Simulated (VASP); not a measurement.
Here is a VASP 6.6.1 calculation.

INCAR

```
SYSTEM = Ca
PREC     = Accurate       ! precision mode
ENCUT    = 520            ! plane-wave cutoff, eV
EDIFF    = 1E-6           ! SCF threshold, eV
ISMEAR   = -1             ! smearing method
SIGMA    = 0.005          ! smearing width, eV
LREAL    = .False.        ! projectors in reciprocal space
LASPH    = .True.         ! aspherical terms in the spheres
NELM     = 60             ! most SCF steps
ALGO     = Fast           ! electronic algorithm
ISIF     = 2              ! what is computed and relaxed
LWAVE    = .False.        ! write WAVECAR
LCHARG   = .False.        ! write CHGCAR
GGA      = PE             ! functional
NBANDS   = 11             ! bands
```

File KPOINTS:

```
Automatic mesh
0
Gamma
  7 7 7
  0 0 0
```

Contents of POSCAR:

```
Ca
1.0
    0.0000000000      2.7942000000      2.7942000000
    2.7942000000      0.0000000000      2.7942000000
    2.7942000000      2.7942000000      0.0000000000
Ca
1
Direct
    0.0000000000      0.0000000000      0.0000000000
```

Potentials or basis: VASP PAW PBE potentials, release 64 (Ca_sv).

Launch:

```console
$ cat potpaw_PBE.64/Ca_sv/POTCAR > POTCAR
$ mpirun -np 1 vasp_std > vasp.out
```

Problem. Estimate the pressure.

Solution. -0.5 GPa.

Problem. Predict the band gap on the k mesh.

Solution. Zero (bands 5 and 6 overlap by 0.17 eV).
